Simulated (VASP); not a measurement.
Here is a VASP 6.6.1 calculation.

File INCAR:

```
  ALGO = Normal
  EDIFF = 1E-6
  ENCUT = 520
  GGA = PS
  ISIF = 2
  ISMEAR = 0
  LASPH = T
  LCHARG = F
  LREAL = F
  LWAVE = F
  NBANDS = 16
  NELM = 100
  PREC = Accurate
  SIGMA = 0.01
```

File KPOINTS:

```
k-points
0
Gamma
  8 8 8
```

File POSCAR:

```
GaAs
1.0
    0.0000000000      2.7520923877      2.7520923877
    2.7520923877      0.0000000000      2.7520923877
    2.7520923877      2.7520923877      0.0000000000
Ga As
1 1
Direct
    0.0000000000      0.0000000000      0.0000000000
    0.7500000000      0.7500000000      0.7500000000
```

Potentials or basis: VASP PAW PBE potentials, release 64 (Ga_d, As).

Run with:

```console
$ cat potpaw_PBE.64/Ga_d/POTCAR potpaw_PBE.64/As/POTCAR > POTCAR
$ mpirun -np 1 vasp_std > vasp.out
```

**Question.** Estimate the pressure.

**Answer.** 7.2 GPa.

**Question.** What does it give for the band gap on the k mesh?

**Answer.** 1.07 eV, direct.

Caveat: the PAW data sets were made with another functional, which shifts forces and pressure a little. A k mesh can miss the band edges.
